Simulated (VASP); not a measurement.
Input of a VASP 6.6.1 run:

INCAR

```
SYSTEM = Ir
PREC = Accurate
ENCUT = 520
EDIFF = 1E-6
ISMEAR = 0
SIGMA = 0.15
LREAL = .False.
LASPH = .True.
NELM = 100
ALGO = Normal
ISIF = 2
LWAVE = .False.
LCHARG = .False.
GGA = PE
NBANDS = 10
```

KPOINTS

```
Automatic mesh
0
Gamma
  22 22 22
  0 0 0
```

The input POSCAR:

```
Ir
1.0
    0.0000000000      2.1591404823      1.4302146555
    2.1591404823      0.0000000000      1.4302146555
    2.1591404823      2.1591404823      0.0000000000
Ir
1
Direct
    0.0000000000      0.0000000000      0.0000000000
```

Potentials or basis: VASP PAW PBE potentials, release 64 (Ir).

The run is started by

```bash
$ cat potpaw_PBE.64/Ir/POTCAR > POTCAR
$ mpirun -np 1 vasp_std > vasp.out
```

Question: What does it give for the pressure?

Answer: 50.0 GPa.

Question: Estimate the band gap on the k mesh.

Answer: Zero (an odd number of electrons rules out a gap without spin polarisation).

Stress tensor (GPa, compression positive):
```
62.37  0.00  0.00
 0.00 62.37  0.00
 0.00  0.00 25.14
```

Caveat: the stress differs along the axes, from 25 to 62 GPa; spin-orbit coupling is left out, which moves the levels of the heavy elements.
